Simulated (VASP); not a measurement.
A run of VASP 6.6.1:

Contents of INCAR:

```
SYSTEM = Ga2Si3Au
PREC = Accurate
ENCUT = 520
EDIFF = 1E-7
ISMEAR = -1
SIGMA = 0.1456
LREAL = Auto
LASPH = .TRUE.
NELM = 80
ALGO = Normal
ISIF = 2
LWAVE = .FALSE.
LCHARG = .FALSE.
GGA = PE
ISYM = 0
NBANDS = 116
```

KPOINTS

```
Automatic mesh
0
Gamma
  1 1 1
  0.25 0.25 0.25
```

The input POSCAR:

```
Ga2Si3Au
1.0
    7.3073390000     -0.0440410000     -0.0833530000
   -0.0440410000      7.3836060000     -0.0558830000
   -0.0833530000     -0.0558830000      7.7526330000
Si Ga Au
12 8 4
Direct
    0.2494177139      0.6128940491      0.7689023939
    0.5770394243      0.3962283088      0.4954158663
    0.9606626545      0.0459968073      0.0852631040
    0.2392519444      0.5147799857      0.4345811052
    0.1404948342      0.9685523949      0.4904486359
    0.7879227027      0.0181788881      0.8029426405
    0.1575304650      0.2589919531      0.6455226094
    0.8116218874      0.7273930498      0.1376813561
    0.8419233416      0.3590526300      0.7079077230
    0.0911180202      0.3189052604      0.9256458216
    0.5056162791      0.7012269188      0.2424966199
    0.8594269590      0.6508227498      0.8363856180
    0.5532919116      0.6195662107      0.8751724426
    0.4504268597      0.3381026771      0.1721759075
    0.2555137333      0.8969252255      0.1805092165
    0.1333391362      0.9092773893      0.8263264062
    0.9030672499      0.6147040991      0.4591358670
    0.5626186350      0.7802204200      0.5438485233
    0.4960602241      0.0954490588      0.5447140459
    0.8602632060      0.1515466817      0.4052956463
    0.7658805541      0.3006803181      0.1298043336
    0.5653793914      0.9886487305      0.0528930913
    0.1172684957      0.5342519016      0.1287855726
    0.4334830125      0.2541925007      0.8259622439
```

Potentials or basis: VASP PAW PBE potentials, release 64 (Si, Ga_d, Au).

The run is started by

```bash
$ cat potpaw_PBE.64/Si/POTCAR potpaw_PBE.64/Ga_d/POTCAR potpaw_PBE.64/Au/POTCAR > POTCAR
$ mpirun -np 1 vasp_std > vasp.out
```

Hardware: 1 thread of Intel(R) Xeon(R) Platinum 8559C (Emerald Rapids) (shared host).

Q: How long does it take, and how much memory?

A: It took 89 s on 1 thread of Intel(R) Xeon(R) Platinum 8559C (Emerald Rapids), with other jobs on the host, peak memory 0.43 GiB. Counts: scf iterations 19, k points 1.
